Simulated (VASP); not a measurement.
A run of VASP 6.6.1:

The input INCAR:

```
SYSTEM = Si
PREC = Accurate ; ENCUT = 520
EDIFF = 1E-7 ; ISMEAR = -1
SIGMA = 0.1 ; LREAL = .False.
LASPH = .True. ; NELM = 100
ALGO = Normal ; ISIF = 2
LWAVE = .False. ; LCHARG = .True.
GGA = B5 ; ALDAX = 1.0
AGGAX = 1.0 ; AGGAC = 1.0
ALDAC = 0.0 ; LELF = .True.
LVHAR = .True. ; NBANDS = 11
```

Contents of KPOINTS:

```
regular mesh
0
Gamma
  15 15 7
  0 0 0
```

The input POSCAR:

```
Si
1.0
    2.7282169065      0.0000000000      0.0000000000
   -1.3641084533      2.3627051481      0.0000000000
    0.0000000000      0.0000000000      5.1402960937
Si
2
Direct
    0.3333333333      0.6666666667      0.2500000000
    0.6666666667      0.3333333333      0.7500000000
```

Potentials or basis: VASP PAW PBE potentials, release 64 (Si).

Command:

```bash
$ cat potpaw_PBE.64/Si/POTCAR > POTCAR
$ mpirun -np 1 vasp_std > vasp.out
```

Hardware: 1 thread of Intel(R) Xeon(R) Platinum 8488C (Sapphire Rapids) (shared host).

**Question.** How long does it take, and how much memory?

**Answer.** Wall time 19 s on 1 thread of Intel(R) Xeon(R) Platinum 8488C (Sapphire Rapids), on a shared host, peak memory 0.15 GiB. Counts: scf iterations 11, k points 108.
